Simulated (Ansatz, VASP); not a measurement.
# One calculation of SnO2, two programs

```xyz
6
Lattice="4.8370 0.0000 0.0000 0.0000 4.8370 0.0000 0.0000 0.0000 3.0572" Properties=species:S:1:pos:R:3 pbc="T T T"
Sn    2.4185    2.4185    1.5286
Sn    0.0000    0.0000    0.0000
O     0.9474    3.8896    1.5286
O     3.8896    0.9474    1.5286
O     1.4711    1.4711    0.0000
O     3.3659    3.3659    0.0000
```

Alike in both runs: task single point; functional r2SCAN; k mesh 6 × 6 × 8; occupations gaussian, width 0.02 eV; no spin polarisation.

```csv
,VASP,Ansatz
version,VASP 6.6.1,Ansatz 0.2.0
potentials or method,"VASP PAW PBE potentials, release 64 (Sn_d, O), cutoff 520 eV","scalar-relativistic, plane waves, PAW"
valence electrons in the cell,52,52
```

```csv
,VASP,Ansatz,Ansatz less VASP
gap on the k mesh at the Fermi level (eV),2.10,2.08,-0.025
least direct gap on the mesh (eV),2.10,2.08,-0.025
pressure (GPa),6.8,5.6,-1.22
"traceless stress, the component that is largest in VASP (GPa)",11.67,11.14,-0.540
rms of the force components (eV/Å),0.028,0.000,-0.0283
```

VASP's potentials were made for PBE, not for r2SCAN. Atom by atom the forces differ by 0.029 eV/Å (rms over components).
